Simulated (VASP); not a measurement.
# Au in VASP: notebook

Aim: see how the results for Au move with the level of theory and the settings. Levels: HSE06, PBE0, PBEsol. Tasks: single point.

Everything below comes from runs of VASP 6.6.1. Logs are shortened: lines on timing, memory, paths and dates and some standing lists are left out, and cuts for length are marked.

## Step 1: The cell of the first run

It takes space group Im-3m (No. 229, cubic). Conventional cell: a = 3.315 Å, b = 3.315 Å, c = 3.315 Å, α = 90.00°, β = 90.00°, γ = 90.00°. Au (site symmetry m-3m) has 14 Au at 2.87 to 3.31 Å within 3.8 Å.

This isn't the form of Au at room conditions, which is fcc.

## Step 2: Single point, HSE06

File POSCAR:

```
Au
1.0
   -1.6572690000      1.6572690000      1.6572690000
    1.6572690000     -1.6572690000      1.6572690000
    1.6572690000      1.6572690000     -1.6572690000
Au
1
Direct
    0.0000000000      0.0000000000      0.0000000000
```

File INCAR.step1:

```
PREC = Accurate
ENCUT = 520
EDIFF = 1E-5
ISMEAR = -1
SIGMA = 0.05
LREAL = F
LASPH = T
NELM = 100
ALGO = Normal
ISIF = 2
LWAVE = T
LCHARG = F
GGA = PE
NBANDS = 12
```

File INCAR.step2:

```
PREC = Accurate
ENCUT = 520
EDIFF = 1E-6
ISMEAR = -1
SIGMA = 0.05
LREAL = F
LASPH = T
NELM = 100
ALGO = Normal
ISIF = 2
LWAVE = F
LCHARG = F
GGA = PE
LHFCALC = T
HFSCREEN = 0.2079
PRECFOCK = Normal
ISTART = 1
NBANDS = 12
```

File KPOINTS:

```
Automatic mesh
0
Gamma
  6 6 6
```

Potentials or basis: VASP PAW PBE potentials, release 64 (Au).

Run with:

```
cat potpaw_PBE.64/Au/POTCAR > POTCAR
cp INCAR.step1 INCAR
mpirun -np 1 vasp_std > vasp.out
cp INCAR.step2 INCAR
mpirun -np 1 vasp_std > vasp.out
```

OUTCAR:

```text
PREC = Accurate
   ENCUT = 520
   EDIFF = 1E-6
   ISMEAR = -1
   LREAL = F
   LASPH = T
   NELM = 100
   ISIF = 2
   GGA = PE
   LHFCALC = T
   HFSCREEN = 0.2079
   PRECFOCK = Normal
   ISTART = 1

 ion  position               nearest neighbor table
   1  0.000  0.000  0.000-

  LATTYP: Found a body centered cubic cell.
 ALAT       =     3.3145380000

  Lattice vectors:

 A1 = (  -1.6572690000,   1.6572690000,   1.6572690000)
 A2 = (   1.6572690000,  -1.6572690000,   1.6572690000)
 A3 = (   1.6572690000,   1.6572690000,  -1.6572690000)

Analysis of symmetry for initial positions (statically):
=====================================================================
 Subroutine PRICEL returns:
 Original cell was already a primitive cell.

 Routine SETGRP: Setting up the symmetry group for a
 body centered cubic supercell.

 Subroutine GETGRP returns: Found 48 space group operations
 (whereof 48 operations were pure point group operations)
 out of a pool of 48 trial point group operations.

The static configuration has the point symmetry O_h .

Analysis of symmetry for dynamics (positions and initial velocities):
=====================================================================
 Subroutine PRICEL returns:
 Original cell was already a primitive cell.

 Routine SETGRP: Setting up the symmetry group for a
 body centered cubic supercell.

 Subroutine GETGRP returns: Found 48 space group operations
 (whereof 48 operations were pure point group operations)
 out of a pool of 48 trial point group operations.

The dynamic configuration has the point symmetry O_h .

 Subroutine INISYM returns: Found 48 space group operations
 (whereof 48 operations are pure point group operations),
 and found     1 'primitive' translations

----------------------------------------------------------------------------------------

                                     Primitive cell

  volume of cell :      18.2070

  direct lattice vectors                    reciprocal lattice vectors
    -1.657269000  1.657269000  1.657269000     0.000000000  0.301701172  0.301701172
     1.657269000 -1.657269000  1.657269000     0.301701172  0.000000000  0.301701172
     1.657269000  1.657269000 -1.657269000     0.301701172  0.301701172  0.000000000

[... 84 lines left out ...]
   NUPDOWN=      -1.0000    fix difference up-down
   EMIN   =  10.00;   EMAX   =-10.00  energy-range for DOS
   EFERMI =   0.00;   METHOD = LEGACY
   ISMEAR =    -1;   SIGMA  =   0.05  broadening in eV -4-tet -1-fermi 0-gaus
   EFERMI_NEDOS =   21; number of points for ismear=-14 and -15
   IALGO  =     38    algorithm
   IMIX   =      1    mixing-type and parameters
     AMIX     =   0.40;   BMIX     =  1.00
     AMIX_MAG =   1.60;   BMIX_MAG =  1.00
  volume/ion in A,a.u.               =      18.21       122.87
  Fermi-wavevector in a.u.,A,eV,Ry     =   1.383968  2.615320 26.060157  1.915367
  Thomas-Fermi vector in A             =   2.508516
   LORBIT       =      0    0 simple, 1 ext, 2 COOP (PROOUT), +10 PAW based schemes
   GGA     = PE    functional components
   LHFCALC =     T    Hartree Fock is set to
   PRECFOCK=normal    Normal, Fast or Accurate (Low or Medium for compatibility)
   ENCUT4O =  -1.0   cutoff for four orbital integrals eV
   NKREDX  =     1    reduce k-point grid by
   NKREDY  =     1    reduce k-point grid by
   NKREDZ  =     1    reduce k-point grid by
   AEXX    =    0.2500 exact exchange contribution
   HFSCREEN=    0.2079 screening length (either q_TF or 0.3 A-1)
   HFSCREENC=   0.2079 screening length for correlation (either q_TF or 0.3 A-1)
   ENCUTFOCK=  -1.0 apply spherical cutoff to Coloumb kernel
   IVDW    =     0    specifies the selected vdW correction
   LEPSILON=     F    determine dielectric tensor
   LRPA    =     F    only Hartree local field effects (RPA)
 non-spin polarized calculation
  energy-cutoff  :      520.00
  volume of cell :       18.21
 maximum number of plane-waves:       500
 NGX is ok and might be reduce to    24
  NGX = 18; NGY = 18; NGZ = 18

 number of electron      10.9999998 magnetization

 Free energy of the ion-electron system (eV)
  ---------------------------------------------------
  ext. energy  EPLUGINS =         0.00000000
  ---------------------------------------------------
  free energy    TOTEN  =        -3.28037669 eV

  energy without entropy =       -3.26532002  energy(sigma->0) =       -3.27284836

 E-fermi :   8.3822     XC(G=0): -10.0680

 val. band max:        8.1858721165   @ k =   0.1667   0.1667   0.1667
 cond. band min:       8.4253975635   @ k =   0.3333   0.1667   0.0000
 fundamental gap:      0.2395254470
 Fermi energy:         8.3821673832

 k-point     1 :       0.0000    0.0000    0.0000
  band No.  band energies     occupation
      1      -1.9554      2.00000
      2       2.5208      2.00000
      3       2.5208      2.00000
      4       2.5208      2.00000
      5       4.3008      2.00000
      6       4.3008      2.00000
      7      25.6933      0.00000
      8      25.6933      0.00000
      9      25.6933      0.00000
     10      32.9052      0.00000
     11      32.9052      0.00000
     12      32.9052      0.00000
[... 211 lines left out ...]
 k-point    16 :       0.5000    0.5000    0.5000
  band No.  band energies     occupation
      1       0.6244      2.00000
      2       0.6244      2.00000
      3       5.5687      2.00000
      4       5.5687      2.00000
      5       5.5687      2.00000
      6      15.1205      0.00000
      7      15.1205      0.00000
      8      15.1205      0.00000
      9      18.5381      0.00000
     10      24.4300      0.00000
     11      24.4300      0.00000
     12      34.1088      0.00000

------------------------ aborting loop because EDIFF is reached ----------------------------------------

  FORCE on cell =-STRESS in cart. coord.  units (eV):
  Direction    XX          YY          ZZ          XY          YZ          ZX
  --------------------------------------------------------------------------------------
  -------------------------------------------------------------------------------------
  Total       -0.4533002     -0.4533002     -0.4533002      0.0000000     -0.0000000      0.0000000
  in kB      -39.8893996    -39.8893996    -39.8893996      0.0000000     -0.0000000      0.0000000
  external PRESSURE =     -39.8893996 kB  Pullay stress =       0.0000000 kB

 VOLUME and BASIS-vectors are now :
 -----------------------------------------------------------------------------
  energy-cutoff  :      520.00
  volume of cell :       18.21
      direct lattice vectors                 reciprocal lattice vectors
    -1.657269000  1.657269000  1.657269000     0.000000000  0.301701172  0.301701172
     1.657269000 -1.657269000  1.657269000     0.301701172  0.000000000  0.301701172
     1.657269000  1.657269000 -1.657269000     0.301701172  0.301701172  0.000000000

 POSITION                                       TOTAL-FORCE (eV/Angst)
 -----------------------------------------------------------------------------------
      0.00000      0.00000      0.00000         0.000000     -0.000000      0.000000
 -----------------------------------------------------------------------------------
    total drift:                               -0.000000     -0.000000      0.000000

  FREE ENERGIE OF THE ION-ELECTRON SYSTEM (eV)
  ---------------------------------------------------
  free  energy   TOTEN  =        -3.2803766908 eV

  energy  without entropy=       -3.2653200217  energy(sigma->0) =       -3.27284836
```

OUTCAR.step1:

```text
PREC = Accurate
   ENCUT = 520
   EDIFF = 1E-5
   ISMEAR = -1
   LREAL = F
[... 445 lines left out ...]

 POSITION                                       TOTAL-FORCE (eV/Angst)
 -----------------------------------------------------------------------------------
      0.00000      0.00000      0.00000         0.000000     -0.000000     -0.000000
 -----------------------------------------------------------------------------------
    total drift:                               -0.000000      0.000000      0.000000

  FREE ENERGIE OF THE ION-ELECTRON SYSTEM (eV)
  ---------------------------------------------------
  free  energy   TOTEN  =        -3.1165905333 eV

  energy  without entropy=       -3.1026905067  energy(sigma->0) =       -3.10964052
```

Run time: 25 min. Hardware: 1 thread of Intel Xeon Platinum 8259CL at 2.50GHz (Skylake/Cascade Lake), shared host; peak memory 0.24 GiB.

What came out:

- Free energy: -3.2804 eV
- Pressure: -4.0 GPa
- Band gap on the k mesh: zero (an odd number of electrons rules out a gap without spin polarisation)

Caveat: the k points lie up to 0.45 Å⁻¹ apart, too coarse for converged energies and pressures of a metal; the PAW data sets were made with another functional, which shifts forces and pressure a little; spin-orbit coupling is left out, which moves the levels of the heavy elements.

## Step 3: Single point, PBE0

POSCAR is that of step 2.

File INCAR.step1:

```
SYSTEM = Au
PREC     = Accurate       ! precision mode
ENCUT    = 520            ! plane-wave cutoff, eV
EDIFF    = 1E-5           ! SCF threshold, eV
ISMEAR   = -1             ! smearing method
SIGMA    = 0.05           ! smearing width, eV
LREAL    = .False.        ! projectors in reciprocal space
LASPH    = .True.         ! aspherical terms in the spheres
NELM     = 60             ! most SCF steps
ALGO     = Normal         ! electronic algorithm
ISIF     = 2              ! what is computed and relaxed
LWAVE    = .True.         ! write WAVECAR
LCHARG   = .False.        ! write CHGCAR
NBANDS   = 12             ! bands
GGA      = PE             ! functional
```

File INCAR.step2:

```
SYSTEM = Au
PREC     = Accurate       ! precision mode
ENCUT    = 520            ! plane-wave cutoff, eV
EDIFF    = 1E-7           ! SCF threshold, eV
ISMEAR   = -1             ! smearing method
SIGMA    = 0.05           ! smearing width, eV
LREAL    = .False.        ! projectors in reciprocal space
LASPH    = .True.         ! aspherical terms in the spheres
NELM     = 60             ! most SCF steps
ALGO     = Normal         ! electronic algorithm
ISIF     = 2              ! what is computed and relaxed
LWAVE    = .False.        ! write WAVECAR
LCHARG   = .False.        ! write CHGCAR
GGA      = PE             ! functional
LHFCALC  = .True.         ! exact exchange
AEXX     = 0.25           ! exact-exchange fraction
PRECFOCK = Normal       
NBANDS   = 12             ! bands
ISTART   = 1
```

File KPOINTS:

```
regular mesh
0
Gamma
  6 6 6
  0 0 0
```

Potentials or basis: VASP PAW PBE potentials, release 64 (Au).

Run with:

```
cat potpaw_PBE.64/Au/POTCAR > POTCAR
cp INCAR.step1 INCAR
mpirun -np 1 vasp_std > vasp.out
cp INCAR.step2 INCAR
mpirun -np 1 vasp_std > vasp.out
```

It took 23 min on 1 thread of Intel Xeon Platinum 8259CL at 2.50GHz (Skylake/Cascade Lake), shared host; peak memory 0.15 GiB.

The run converged. Its results:

- Free energy: -3.4777 eV
- Pressure: -4.3 GPa
- Band gap on the k mesh: zero (an odd number of electrons rules out a gap without spin polarisation)

Levels at points of the mesh, in eV from the Fermi level:
```csv
k point,band 2,band 3,band 4,band 5,band 6,band 7,band 8,band 9,band 10,band 11
"(0.00, 0.00, 0.00)",-6.44,-6.44,-6.44,-4.66,-4.66,17.54,17.54,17.54,24.78,24.78
"(0.50, 0.00, 0.00)",-7.48,-4.75,-4.42,-2.95,-1.04,3.83,13.27,14.65,22.21,22.57
"(0.50, 0.50, 0.50)",-8.35,-3.37,-3.37,-3.37,6.94,6.94,6.94,10.40,16.27,16.27
```

Caveat: the k points lie up to 0.45 Å⁻¹ apart, too coarse for converged energies and pressures of a metal; the PAW data sets were made with another functional, which shifts forces and pressure a little; spin-orbit coupling is left out, which moves the levels of the heavy elements.

## Step 4: Single point, PBEsol (the cell strained at random)

File INCAR:

```
ALGO = Normal ; EDIFF = 1E-7
ENCUT = 520 ; GGA = PS
ISIF = 2 ; ISMEAR = -1
LASPH = True ; LCHARG = False
LREAL = False ; LWAVE = False
NBANDS = 12 ; NELM = 80
PREC = Accurate ; SIGMA = 0.05
```

File KPOINTS:

```
k-points
0
Gamma
  11 11 11
```

File POSCAR:

```
Au
1.0
   -1.6672400000      1.6108460000      1.6646960000
    1.6037350000     -1.6356840000      1.6260290000
    1.7364330000      1.7048780000     -1.6895340000
Au
1
Direct
   -0.0098820000     -0.0170920000     -0.0213010000
```

Run with:

```
cat potpaw_PBE.64/Au/POTCAR > POTCAR
mpirun -np 1 vasp_std > vasp.out
```

It took 67 s on 1 thread of Intel Xeon Platinum 8375C at 2.90GHz (Ice Lake), shared host; peak memory 0.25 GiB.

Results (log left out):

| Property | Result |
| --- | --- |
| Free energy | -3.8552 eV |
| Pressure | -8.7 GPa |
| Band gap on the k mesh | zero (an odd number of electrons rules out a gap without spin polarisation) |

Stress tensor (GPa, compression positive):
```
-8.03 -1.86  1.72
-1.86 -8.62  0.17
 1.72  0.17 -9.38
```

Levels at points of the mesh, in eV from the Fermi level:
| k point | band 3 | band 4 | band 5 | band 6 | band 7 | band 8 |
| --- | --- | --- | --- | --- | --- | --- |
| (0.00, 0.00, 0.00) | -4.49 | -4.03 | -2.63 | -2.55 | 16.08 | 16.49 |

Caveat: the cell differs from its parent crystal (the cell strained at random); the cell stands under tension; the PAW data sets were made with another functional, which shifts forces and pressure a little; spin-orbit coupling is left out, which moves the levels of the heavy elements.

## Step 5: Summary

| level | cell | k mesh | grid for exact exchange (PRECFOCK) | share of exact exchange | screening parameter | gap on the mesh (eV) | pressure (GPa) |
| --- | --- | --- | --- | --- | --- | --- | --- |
| HSE06 | a = 2.870 Å, angles 109.5°, 1 atom | 6 × 6 × 6 | Normal | 0.25 | 0.2079 1/Å | none | -4.0 |
| PBE0 | a = 2.870 Å, angles 109.5°, 1 atom | 6 × 6 × 6 | Normal | 0.25 | - | none | -4.3 |
| PBEsol | a = 2.854, b = 2.809, c = 2.962 Å, angles 109.3, 110.5, 108.9°, 1 atom | 11 × 11 × 11 | - | - | - | none | -8.7 |

Alike in all rows: task single point; potentials or basis VASP PAW PBE potentials, release 64 (Au); no spin polarisation; cutoff (eV) 520; smearing fermi-dirac 0.05 eV.

Caveats: some runs use coarse meshes; the PAW data sets were made with another functional, which shifts forces and pressure a little; spin-orbit coupling is left out, which moves the levels of the heavy elements; the cell stands under tension (at least some runs).

Total energies depend on the potentials used, so only differences within one code and one set of settings carry meaning.
